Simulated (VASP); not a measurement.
# Tl (C2/m) in VASP: single point with PBEsol

Aim: the single point of Tl with PBEsol.

Everything below comes from runs of VASP 6.6.1. Logs are shortened: lines on timing, memory, paths and dates and some standing lists are left out, and cuts for length are marked.

### 1 The cell of the first run

The structure is monoclinic, space group C2/m (No. 12). The conventional cell has a = 4.580 Å, b = 4.842 Å, c = 3.194 Å, α = 90.00°, β = 130.89°, γ = 90.00°. Within 4.2 Å of Tl (site symmetry 2/m) lie 12 Tl at 3.19 to 3.47 Å.

### 2 Single point, PBEsol (engineering shear strain xz -0.0800, normal strain along z -0.0550)

Contents of INCAR:

```
SYSTEM = Tl
PREC = Accurate
ENCUT = 520
EDIFF = 1E-7
ISMEAR = 0
SIGMA = 0.15
LREAL = .FALSE.
LASPH = .TRUE.
NELM = 100
ALGO = Fast
ISIF = 2
LWAVE = .FALSE.
LCHARG = .FALSE.
GGA = PS
NBANDS = 12
```

Contents of KPOINTS:

```
regular mesh
0
G
  16 16 16
  0 0 0
```

Contents of POSCAR:

```
Tl
1.0
   -0.0968389262      2.4209731547      2.2878196312
    2.3241342285      0.0000000000      2.1909807050
    2.4209731547      2.4209731547     -0.0968389262
Tl
1
Direct
    0.0000000000      0.0000000000      0.0000000000
```

Potentials or basis: VASP PAW PBE potentials, release 64 (Tl_d).

Command:

```console
$ cat potpaw_PBE.64/Tl_d/POTCAR > POTCAR
$ mpirun -np 1 vasp_std > vasp.out
```

OUTCAR:

```text
SYSTEM = Tl
   PREC = Accurate
   ENCUT = 520
   EDIFF = 1E-7
   ISMEAR = 0
   LREAL = .FALSE.
   LASPH = .TRUE.
   NELM = 100
   ISIF = 2
   GGA = PS

 ion  position               nearest neighbor table
   1  0.000  0.000  0.000-

  LATTYP: Found a base centered monoclinic cell.
 ALAT       =     4.5797364302
 B/A-ratio  =     1.0572543602
 C/A-ratio  =     0.6974323655
 COS(beta)  =    -0.6545696999

  Lattice vectors:

 A1 = (   0.0968389262,  -2.4209731547,  -2.2878196312)
 A2 = (   0.0968389262,   2.4209731547,  -2.2878196312)
 A3 = (   2.3241342285,   0.0000000000,   2.1909807050)

Analysis of symmetry for initial positions (statically):
=====================================================================
 Subroutine PRICEL returns:
 Original cell was already a primitive cell.

 Routine SETGRP: Setting up the symmetry group for a
 base centered monoclinic supercell.

 Subroutine GETGRP returns: Found  4 space group operations
 (whereof  4 operations were pure point group operations)
 out of a pool of  4 trial point group operations.

The static configuration has the point symmetry C_2h.

Analysis of symmetry for dynamics (positions and initial velocities):
=====================================================================
 Subroutine PRICEL returns:
 Original cell was already a primitive cell.

 Routine SETGRP: Setting up the symmetry group for a
 base centered monoclinic supercell.

 Subroutine GETGRP returns: Found  4 space group operations
 (whereof  4 operations were pure point group operations)
 out of a pool of  4 trial point group operations.

The dynamic configuration has the point symmetry C_2h.

 Subroutine INISYM returns: Found  4 space group operations
 (whereof  4 operations are pure point group operations),
 and found     1 'primitive' translations

----------------------------------------------------------------------------------------

                                     Primitive cell

  volume of cell :      26.7729

  direct lattice vectors                    reciprocal lattice vectors
    -0.096838926  2.420973155  2.287819631    -0.198122016  0.206528519  0.210162580
     2.324134229  0.000000000  2.190980705     0.215635564 -0.206528519  0.227676129
     2.420973155  2.420973155 -0.096838926     0.198122016  0.206528519 -0.210162580

  length of vectors
     3.332357643  3.194056412  3.425142305     0.355069954  0.375485213  0.355069954

  position of ions in fractional coordinates (direct lattice)
     0.000000000  0.000000000  0.000000000

  ion indices of the primitive-cell ions
   primitive index   ion index
                 1           1

----------------------------------------------------------------------------------------

 KPOINTS: regular mesh

Automatic generation of k-mesh.
 Grid dimensions read from file:
 generate k-points for:   16   16   16

 Generating k-lattice:

  Cartesian coordinates                     Fractional coordinates (reciprocal lattice)
    -0.012382626  0.012908032  0.013135161     0.062500000  0.000000000  0.000000000
     0.013477223 -0.012908032  0.014229758     0.000000000  0.062500000  0.000000000
     0.012382626  0.012908032 -0.013135161    -0.000000000  0.000000000  0.062500000

  Length of vectors
     0.022191872  0.023467826  0.022191872

  Shift w.r.t. Gamma in fractional coordinates (k-lattice)
     0.000000000  0.000000000  0.000000000

 Subroutine IBZKPT returns following result:
 ===========================================

 Found   1098 irreducible k-points:

 Following reciprocal coordinates:
            Coordinates               Weight
  0.000000  0.000000  0.000000      1.000000
  0.062500  0.000000  0.000000      4.000000
  0.125000  0.000000  0.000000      4.000000
  0.187500 -0.000000 -0.000000      4.000000
  0.250000  0.000000  0.000000      4.000000
  0.312500  0.000000 -0.000000      4.000000
[... 16 lines left out ...]
 -0.187500  0.062500  0.000000      4.000000
 -0.125000  0.062500  0.000000      4.000000
 [... further k-points ...]
   k-points           NKPTS =   1098   k-points in BZ     NKDIM =   1098   number of bands    NBANDS=     12
   number of dos      NEDOS =    301   number of ions     NIONS =      1
   total plane-waves  NPLWV =  18816
   dimension x,y,z NGX =    28 NGY =   24 NGZ =   28
   dimension x,y,z NGXF=    56 NGYF=   48 NGZF=   56
   ions per type =               1
   NGX,Y,Z   is equivalent  to a cutoff of  13.97, 12.49, 13.59 a.u.
   NGXF,Y,Z  is equivalent  to a cutoff of  27.94, 24.98, 27.18 a.u.
 SYSTEM =  Tl
   PREC   = accura    normal or accurate (medium, high low for compatibility)
   ISTART =      0    job   : 0-new  1-cont  2-samecut
   ICHARG =      2    charge: 1-file 2-atom 10-const
   ISPIN  =      1    spin polarized calculation?
   LNONCOLLINEAR =      F non collinear calculations
   LSORBIT =      F    spin-orbit coupling
   LASPH  =      T    aspherical Exc in radial PAW
   ENCUT  =  520.0 eV  38.22 Ry    6.18 a.u.   6.20  5.94  6.37*2*pi/ulx,y,z
   NELM   =    100;   NELMIN=  2; NELMDL= -5     # of ELM steps
   EDIFF  = 0.1E-06   stopping-criterion for ELM
   LREAL  =      F    real-space projection
   EDIFFG = 0.1E-05   stopping-criterion for IOM
   NSW    =      0    number of steps for IOM
   IBRION =     -1    ionic relax: 0-MD 1-quasi-New 2-CG
   NFREE  =      0    steps in history (QN), initial steepest desc. (CG)
   ISIF   =      2    stress and relaxation
   ISYM   =      2    0-nonsym 1-usesym 2-fastsym
   POTIM  = 0.5000    time-step for ionic-motion
   TEBEG  =    0.0;   TEEND  =   0.0 temperature during run
   PSTRESS=    0.0 pullay stress
   NELECT =      13.0000    total number of electrons
   NUPDOWN=      -1.0000    fix difference up-down
   EMIN   =  10.00;   EMAX   =-10.00  energy-range for DOS
   EFERMI =   0.00;   METHOD = LEGACY
   ISMEAR =     0;   SIGMA  =   0.15  broadening in eV -4-tet -1-fermi 0-gaus
   EFERMI_NEDOS =   21; number of points for ismear=-14 and -15
   IALGO  =     68    algorithm
   IMIX   =      4    mixing-type and parameters
     AMIX     =   0.40;   BMIX     =  1.00
     AMIX_MAG =   1.60;   BMIX_MAG =  1.00
  volume/ion in A,a.u.               =      26.77       180.67
  Fermi-wavevector in a.u.,A,eV,Ry     =   1.286740  2.431585 22.527152  1.655699
  Thomas-Fermi vector in A             =   2.418796
   LORBIT       =      0    0 simple, 1 ext, 2 COOP (PROOUT), +10 PAW based schemes
   GGA     = PS    functional components
   LHFCALC =     F    Hartree Fock is set to
   AEXX    =    0.0000 exact exchange contribution
   IVDW    =     0    specifies the selected vdW correction
   LEPSILON=     F    determine dielectric tensor
   LRPA    =     F    only Hartree local field effects (RPA)
 non-spin polarized calculation
 RMM-DIIS sequential band-by-band and
 Gauss-broadening in eV      SIGMA  =   0.15
  energy-cutoff  :      520.00
  volume of cell :       26.77
 maximum number of plane-waves:       738
 NGX is ok and might be reduce to    28
   NGX = 13   NGY = 11   NGZ = 13

 number of electron      12.9999998 magnetization

 Free energy of the ion-electron system (eV)
  ---------------------------------------------------
  ext. energy  EPLUGINS =         0.00000000
  ---------------------------------------------------
  free energy    TOTEN  =        -2.59744214 eV

  energy without entropy =       -2.59169638  energy(sigma->0) =       -2.59456926

 E-fermi :   7.0588     XC(G=0): -10.6979

 val. band max:        7.0585208393   @ k =  -0.3125   0.1250   0.0000
 cond. band min:       7.0589696716   @ k =   0.1875  -0.2500   0.3750
 fundamental gap:      0.0004488323
 Fermi energy:         7.0588149470

 k-point     1 :       0.0000    0.0000    0.0000
  band No.  band energies     occupation
      1      -4.6634      2.00000
      2      -4.6312      2.00000
      3      -4.4019      2.00000
      4      -4.2573      2.00000
      5      -4.1439      2.00000
      6      -3.4363      2.00000
      7      16.7803      0.00000
      8      17.0860      0.00000
      9      19.1246      0.00000
     10      19.1992      0.00000
     11      21.3107      0.00000
     12      21.8306      0.00000

 k-point     2 :       0.0625    0.0000    0.0000
  band No.  band energies     occupation
      1      -4.6662      2.00000
      2      -4.6247      2.00000
      3      -4.3932      2.00000
      4      -4.2545      2.00000
      5      -4.1460      2.00000
      6      -3.3501      2.00000
      7      15.8387      0.00000
      8      16.9395      0.00000
      9      19.0641      0.00000
     10      19.1315      0.00000
     11      21.6641      0.00000
     12      22.6014      0.00000

 k-point     3 :       0.1250    0.0000    0.0000
  band No.  band energies     occupation
      1      -4.6805      2.00000
      2      -4.6091      2.00000
      3      -4.3717      2.00000
      4      -4.2416      2.00000
      5      -4.1480      2.00000
      6      -3.0864      2.00000
      7      13.8814      0.00000
      8      16.7846      0.00000
      9      18.7614      0.00000
     10      19.1343      0.00000
     11      21.7895      0.00000
     12      22.4943      0.00000

 k-point     4 :       0.1875   -0.0000   -0.0000
  band No.  band energies     occupation
      1      -4.7107      2.00000
      2      -4.5983      2.00000
      3      -4.3521      2.00000
      4      -4.2087      2.00000
      5      -4.1366      2.00000
      6      -2.6385      2.00000
      7      11.7819      0.00000
      8      16.5502      0.00000
      9      18.3152      0.00000
     10      19.1336      0.00000
     11      21.3476      0.00000
     12      22.1598      0.00000

 k-point     5 :       0.2500    0.0000    0.0000
  band No.  band energies     occupation
      1      -4.7530      2.00000
      2      -4.6028      2.00000
      3      -4.3497      2.00000
      4      -4.1551      2.00000
      5      -4.0962      2.00000
      6      -2.0072      2.00000
      7       9.7324      0.00000
      8      16.2515      0.00000
      9      17.8163      0.00000
     10      19.0640      0.00000
     11      20.8367      0.00000
     12      21.8325      0.00000
[... 228 lines left out ...]
      1      -4.7880      2.00000
      2      -4.6021      2.00000
      3      -4.3763      2.00000
      4      -4.1035      2.00000
      5      -4.0145      2.00000
      6      -0.8445      2.00000
      7       7.3309      0.01032
      8      16.0117      0.00000
      9      16.5874      0.00000
     10      18.1701      0.00000
     11      20.0711      0.00000
     12      21.5371      0.00000

 k-point    22 :      -0.2500    0.0625    0.0000
  band No.  band energies     occupation
      1      -4.7470      2.00000
      2      -4.5818      2.00000
      3      -4.3589      2.00000
      4      -4.1768      2.00000
      5      -4.0672      2.00000
      6      -1.6947      2.00000
      7       9.2146      0.00000
      8      16.3221      0.00000
      9      17.0506      0.00000
     10      18.6029      0.00000
     11      20.1251      0.00000
     12      21.4823      0.00000

 k-point    23 :      -0.1875    0.0625    0.0000
  band No.  band energies     occupation
      1      -4.7071      2.00000
      2      -4.5732      2.00000
      3      -4.3509      2.00000
      4      -4.2376      2.00000
      5      -4.1111      2.00000
      6      -2.3790      2.00000
      7      11.2308      0.00000
      8      16.6291      0.00000
      9      17.4326      0.00000
     10      19.1098      0.00000
     11      20.3482      0.00000
     12      21.5208      0.00000

 k-point    24 :      -0.1250    0.0625    0.0000
  band No.  band energies     occupation
      1      -4.6750      2.00000
      2      -4.5840      2.00000
      3      -4.3601      2.00000
      4      -4.2686      2.00000
      5      -4.1358      2.00000
      6      -2.8841      2.00000
      7      13.3264      0.00000
      8      16.9290      0.00000
      9      17.5810      0.00000
     10      19.4330      0.00000
     11      20.8205      0.00000
     12      21.8330      0.00000

 [... further k-points ...]

------------------------ aborting loop because EDIFF is reached ----------------------------------------

  FORCE on cell =-STRESS in cart. coord.  units (eV):
  Direction    XX          YY          ZZ          XY          YZ          ZX
  --------------------------------------------------------------------------------------
  -------------------------------------------------------------------------------------
  Total        0.4441126      0.3980714      0.4781900      0.0000000      0.0000000      0.2268708
  in kB       26.5771195     23.8218669     28.6164202      0.0000000      0.0000000     13.5766757
  external PRESSURE =      26.3384689 kB  Pullay stress =       0.0000000 kB

 VOLUME and BASIS-vectors are now :
 -----------------------------------------------------------------------------
  energy-cutoff  :      520.00
  volume of cell :       26.77
      direct lattice vectors                 reciprocal lattice vectors
    -0.096838926  2.420973155  2.287819631    -0.198122016  0.206528519  0.210162580
     2.324134229  0.000000000  2.190980705     0.215635564 -0.206528519  0.227676129
     2.420973155  2.420973155 -0.096838926     0.198122016  0.206528519 -0.210162580

 POSITION                                       TOTAL-FORCE (eV/Angst)
 -----------------------------------------------------------------------------------
      0.00000      0.00000      0.00000         0.000000      0.000000      0.000000
 -----------------------------------------------------------------------------------
    total drift:                               -0.000000     -0.000000     -0.000000

  FREE ENERGIE OF THE ION-ELECTRON SYSTEM (eV)
  ---------------------------------------------------
  free  energy   TOTEN  =        -2.5974421356 eV

  energy  without entropy=       -2.5916963825  energy(sigma->0) =       -2.59456926
```

It took 6.2 min on 1 thread of Oxide Virtual Turin-like, shared host; peak memory 0.4 GiB.

Results:

- Free energy: -2.5974 eV
- Pressure: 2.6 GPa
- Band gap on the k mesh: zero (an odd number of electrons rules out a gap without spin polarisation)

Caveat: the cell differs from its parent crystal (engineering shear strain xz -0.0800, normal strain along z -0.0550); the PAW data sets were made with another functional, which shifts forces and pressure a little; spin-orbit coupling is left out, which moves the levels of the heavy elements.
